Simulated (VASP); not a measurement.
SrCl2, 3 atoms in the cell. Symmetry: Fm-3m, No. 225, cubic system. Conventional cell: a = 7.111 Å, b = 7.111 Å, c = 7.111 Å, α = 90.00°, β = 90.00°, γ = 90.00°. Sr (site symmetry m-3m) has 8 Cl at 3.08 Å within 4.1 Å. Cl (site symmetry -43m) has 4 Sr at 3.08 Å and 6 Cl at 3.56 Å within 4.1 Å. 

- Program: VASP 6.6.1
- Task: single point
- Functional: PBE
- Potentials or basis: VASP PAW PBE potentials, release 64 (Sr_sv, Cl)
- Cutoff: 520 eV
- k mesh: 6 × 6 × 6
- Occupations: gaussian, width 0.01 eV
- Spin: no spin polarisation
- Dipole correction: no
- Further INCAR settings: ALGO = Normal; EDIFF = 1e-06; NBANDS = 19

Potentials or basis: VASP PAW PBE potentials, release 64 (Sr_sv, Cl).

Launch:

```bash
$ cat potpaw_PBE.64/Sr_sv/POTCAR potpaw_PBE.64/Cl/POTCAR > POTCAR
$ mpirun -np 1 vasp_std > vasp.out
```

Hardware: 1 thread of Intel Xeon 8259CL, on a shared host.

How long does it take, and how much memory?

Wall time 55 s on 1 thread of Intel Xeon 8259CL (shared host), peak memory 0.24 GiB. Counts: scf iterations 14, k points 16.
